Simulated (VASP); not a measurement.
Wanted: the native input for a VASP 6.6.1 run.

| Property | Result |
| --- | --- |
| Task | single point |
| Functional | LDA |
| Potentials or basis | VASP PAW LDA potentials, release 64 (Si, O) |
| Cutoff | 520 eV |
| k mesh | 6 × 6 × 10 |
| Occupations | gaussian, width 0.05 eV |
| Spin | no spin polarisation |
| Dipole correction | no |
| Further INCAR settings | ALGO = Normal; EDIFF = 1e-06; NBANDS = 25 |

The structure of SiO2 lies in POSCAR:

```
SiO2
1.0
    4.1141550342      0.0000000000      0.0000000000
    0.0000000000      4.1141550342      0.0000000000
    0.0000000000      0.0000000000      2.5409021491
Si O
2 4
Direct
    0.5000000000      0.5000000000      0.5000000000
    0.0000000000      0.0000000000      0.0000000000
    0.6944252994      0.6944252994      0.0000000000
    0.1944252994      0.8055747006      0.5000000000
    0.3055747006      0.3055747006      0.0000000000
    0.8055747006      0.1944252994      0.5000000000
```

One way to write it, as run:

INCAR

```
PREC = Accurate
ENCUT = 520
EDIFF = 1E-6
ISMEAR = 0
SIGMA = 0.05
LREAL = False
LASPH = True
NELM = 60
ALGO = Normal
ISIF = 2
LWAVE = False
LCHARG = False
GGA = CA
NBANDS = 25
```

KPOINTS

```
regular mesh
0
Gamma
  6 6 10
```

Potentials or basis: VASP PAW LDA potentials, release 64 (Si, O).

Command:

```sh
$ cat potpaw_LDA.64/Si/POTCAR potpaw_LDA.64/O/POTCAR > POTCAR
$ mpirun -np 1 vasp_std > vasp.out
```

Results of the run:

| Item | Value |
| --- | --- |
| Pressure | 29.2 GPa |
| Largest force | 0.423 eV/Å |
| Band gap on the k mesh | 7.18 eV |

Caveat: the cell stands under pressure.

Run time: 48 s on 1 thread of Intel Xeon 8259CL, with other jobs on the host, peak memory 0.16 GiB.
